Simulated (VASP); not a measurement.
RbBr: single point with PBE

The system is RbBr.

```xyz
2
Lattice="0.0000 3.0537 4.3179 3.0537 0.0000 4.3179 3.0537 3.0537 0.0000" Properties=species:S:1:pos:R:3 pbc="T T T"
Rb    0.0000    0.0000    0.0000
Br    3.0537    3.0537    4.3179
```

This cell differs from its parent crystal: ratio of the length along z to the lengths across it x 1.414, volume and fractional coordinates fixed.

```json
{
  "Program": "VASP 6.6.1",
  "Task": "single point",
  "Functional": "PBE",
  "Potentials or basis": "VASP PAW PBE potentials, release 64 (Rb_sv, Br)",
  "Cutoff": "520 eV",
  "k mesh": "6 × 6 × 6",
  "Occupations": "gaussian, width 0.05 eV",
  "Spin": "no spin polarisation",
  "Dipole correction": "no",
  "Further INCAR settings": "ALGO = Normal; EDIFF = 1e-06; NBANDS = 15"
}
```

```yaml
Pressure: 5.7 GPa
Band_gap_on_the_k_mesh: 3.94 eV, direct
```

Stress tensor (GPa, compression positive):
```
 9.00  0.00  0.00
 0.00  9.00  0.00
 0.00  0.00 -0.85
```

Levels at points of the mesh, in eV from the valence-band top:
```tsv
k point	band 6	band 7	band 8	band 9	band 10	band 11
(0.00, 0.00, 0.00)	-0.44	0.00	0.00	3.94	5.95	7.96
(0.50, 0.00, 0.00)	-1.44	-0.75	-0.72	6.42	7.02	9.52
(0.50, 0.50, 0.00)	-0.89	-0.04	-0.04	5.48	7.25	7.56
(0.50, 0.00, 0.50)	-0.48	-0.31	-0.21	5.48	7.16	8.16
```

Wall time 35 s on 1 thread of Intel Xeon 6975P-C (shared host), peak memory 0.22 GiB.
